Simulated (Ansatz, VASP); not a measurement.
MgS: VASP beside Ansatz

The input INCAR:

```
SYSTEM = MgS
PREC     = Accurate       ! precision mode
ENCUT    = 520            ! plane-wave cutoff, eV
EDIFF    = 1E-7           ! SCF threshold, eV
ISMEAR   = 0              ! smearing method
SIGMA    = 0.05           ! smearing width, eV
LREAL    = .False.        ! projectors in reciprocal space
LASPH    = .True.         ! aspherical terms in the spheres
NELM     = 100            ! most SCF steps
ALGO     = Normal         ! electronic algorithm
ISIF     = 2              ! what is computed and relaxed
LWAVE    = .False.        ! write WAVECAR
LCHARG   = .True.         ! write CHGCAR
GGA      = CA             ! functional
LELF     = .True.         ! ELF
LVHAR    = .True.       
NBANDS   = 11             ! bands
```

Contents of KPOINTS:

```
Automatic mesh
0
Gamma
  8 8 8
  0 0 0
```

File POSCAR:

```
MgS
1.0
    0.0000000000      2.6016500000      2.6016500000
    2.6016500000      0.0000000000      2.6016500000
    2.6016500000      2.6016500000      0.0000000000
Mg S
1 1
Direct
    0.0000000000      0.0000000000      0.0000000000
    0.5384371457      0.5384371457      0.4615628543
```

Input for Ansatz:

```yaml
crystal:
  lattice:
    - [0.0, 2.60165, 2.60165]
    - [2.60165, 0.0, 2.60165]
    - [2.60165, 2.60165, 0.0]
  atoms:
    - { symbol: Mg, position: [0.0, 0.0, 0.0] }
    - { symbol: S, position: [0.5384371457, 0.5384371457, 0.4615628543] }
basis:
  ecutwfc: 420
kpoints:
  mp_grid: { grid: [8, 8, 8] }
hamiltonian:
  xc: lda
scf:
  occupations: { method: gaussian, width: 0.05 }
output:
  forces: true
  stress: true
  eigenvalues: true
```

Change from the starting cell: all S atoms moved -0.200 Å, as atom 2 towards its neighbour atom 1 (Mg) at 2.602 Å.

Alike in both runs: task single point; functional LDA; k mesh 8 × 8 × 8; occupations gaussian, width 0.05 eV; no spin polarisation.

|  | VASP | Ansatz |
| --- | --- | --- |
| version | VASP 6.6.1 | Ansatz 0.2.0 |
| potentials or method | VASP PAW LDA potentials, release 64 (Mg, S), cutoff 520 eV | scalar-relativistic, plane waves, PAW |
| valence electrons in the cell | 8 | 16 |

```csv
,VASP,Ansatz,Ansatz less VASP
gap on the k mesh at the Fermi level (eV),2.57,2.57,+0.001
least direct gap on the mesh (eV),3.48,3.47,-0.011
pressure (GPa),-2.5,-1.9,+0.54
"traceless stress, the component that is largest in VASP (GPa)",3.26,3.24,-0.022
rms of the force components (eV/Å),0.368,0.367,-0.0005
```

LDA's correlation is that of Perdew and Zunger in VASP and of Perdew and Wang (1992) in Ansatz. Atom by atom the forces differ by 0.001 eV/Å (rms over components). VASP's potentials hold 8 valence electrons a cell and Ansatz's 16, so a difference there can come from the potentials and not from the codes.
